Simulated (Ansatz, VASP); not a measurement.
**One calculation of TaSi2, two programs**

```
Ta Si
1.0
     0.00000    4.23282    4.37010
     2.39316    0.00000    4.37010
     2.39316    4.23282    0.00000
Ta Si
2 4
Direct
  0.50000 0.50000 0.50000
  0.75000 0.75000 0.75000
  0.84951 0.15049 0.84951
  0.40049 0.09951 0.40049
  0.09951 0.40049 0.09951
  0.15049 0.84951 0.15049
```

Alike in both runs: functional PBE; k mesh 4 × 4 × 4; occupations gaussian, width 0.2 eV; no spin polarisation.

Ansatz relaxed the structure, and its values are those at the end. VASP's run is a single point on that final structure, the one shown.

|  | VASP | Ansatz |
| --- | --- | --- |
| version | VASP 6.6.1 | Ansatz 0.2.0 |
| potentials or method | VASP PAW PBE potentials, release 64 (Ta_pv, Si), cutoff 520 eV | scalar-relativistic, plane waves, PAW |
| valence electrons in the cell | 38 | 42 |

```csv
,VASP,Ansatz,Ansatz less VASP
gap on the k mesh at the Fermi level (eV),none,none,-
pressure (GPa),0.0,-0.1,-0.08
rms of the force components (eV/Å),0.004,0.002,-0.0014
```

A gap of «none» marks a metal or a gap that the smearing closes. With one functional, cell and mesh, what is left measures potentials, basis and numerics. VASP's potentials hold 38 valence electrons a cell and Ansatz's 42, so a difference there can come from the potentials and not from the codes.

The k mesh is coarse, so the values compare programs but aren't converged. Spin-orbit coupling is off throughout.
